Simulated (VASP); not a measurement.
Input of a VASP 6.6.1 run:

INCAR

```
PREC     = Accurate       # precision mode
ENCUT    = 600            # plane-wave cutoff, eV
EDIFF    = 1E-6           # SCF threshold, eV
ISMEAR   = 0              # smearing method
SIGMA    = 0.1            # smearing width, eV
LREAL    = False          # projectors in reciprocal space
LASPH    = True           # aspherical terms in the spheres
NELM     = 60             # most SCF steps
ALGO     = Fast           # electronic algorithm
ISIF     = 3              # what is computed and relaxed
LWAVE    = False          # write WAVECAR
LCHARG   = False          # write CHGCAR
GGA      = PE             # functional
IBRION   = 2              # ionic algorithm
NSW      = 90             # ionic steps
EDIFFG   = -0.025         # ionic threshold
```

KPOINTS

```
Automatic mesh
0
Gamma
  12 12 12
```

POSCAR

```
GaH
1.0
    1.4693607668     -5.7634291805      0.0000000000
    1.4693607668      5.7634291805      0.0000000000
    0.0000000000      0.0000000000      2.8568486675
Ga H
2 2
Direct
    0.8556480519      0.1443519481      0.2500000000
    0.1443519481      0.8556480519      0.7500000000
    0.4069155308      0.5930844692      0.7500000000
    0.5930844692      0.4069155308      0.2500000000
```

Potentials or basis: VASP PAW PBE potentials, release 64 (Ga_d, H).

The run is started by

```sh
$ cat potpaw_PBE.64/Ga_d/POTCAR potpaw_PBE.64/H/POTCAR > POTCAR
$ mpirun -np 1 vasp_std > vasp.out
```

Problem. Predict the relaxed cell.

Solution. a = 5.935 Å, b = 5.935 Å, c = 2.902 Å, α = 90.00°, β = 90.00°, γ = 151.67°.

Problem. Predict the space group after relaxing (to 0.1 Å).

Solution. Cmcm (No. 63).

Final structure:
```xyz
4
Lattice="1.4526 -5.7547 0.0000 1.4526 5.7547 0.0000 0.0000 0.0000 2.9024" Properties=species:S:1:pos:R:3 pbc="T T T"
Ga    1.4526   -4.1085    0.7256
Ga    1.4526    4.1085    2.1768
H     1.4526    1.0648    2.1768
H     1.4526   -1.0648    0.7256
```
